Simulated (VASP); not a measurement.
Here is a VASP 6.6.1 calculation.

INCAR

```
PREC = Accurate ; ENCUT = 520
EDIFF = 1E-7 ; ISMEAR = -1
SIGMA = 0.05 ; LREAL = False
LASPH = True ; NELM = 150
ALGO = Normal ; ISIF = 2
LWAVE = False ; LCHARG = True
ISPIN = 2 ; MAGMOM = 4 0
LORBIT = 11 ; LMAXMIX = 4
GGA = PE ; IVDW = 12
LELF = True ; LVHAR = True
NBANDS = 20
```

KPOINTS

```
Automatic mesh
0
Gamma
  10 10 10
```

File POSCAR:

```
MnO
1.0
    0.0000000000      2.2386359976      2.2386359976
    2.2386359976      0.0000000000      2.2386359976
    2.2386359976      2.2386359976      0.0000000000
Mn O
1 1
Direct
    0.0000000000      0.0000000000      0.0000000000
    0.5000000000      0.5000000000      0.5000000000
```

Potentials or basis: VASP PAW PBE potentials, release 64 (Mn_pv, O).

Command:

```bash
$ cat potpaw_PBE.64/Mn_pv/POTCAR potpaw_PBE.64/O/POTCAR > POTCAR
$ mpirun -np 1 vasp_std > vasp.out
```

Q: What does it give for the dispersion energy per atom?

A: -0.302 eV.

Q: Estimate the pressure.

A: -6.8 GPa.

Q: What does it give for the net moment?

A: 4.81 μB per cell.

Q: Predict the site moments.

A: Mn +4.37; O +0.20 μB.

Caveat: the cell stands under tension; a cell with one magnetic atom can't hold antiferromagnetic order, which such compounds often take.
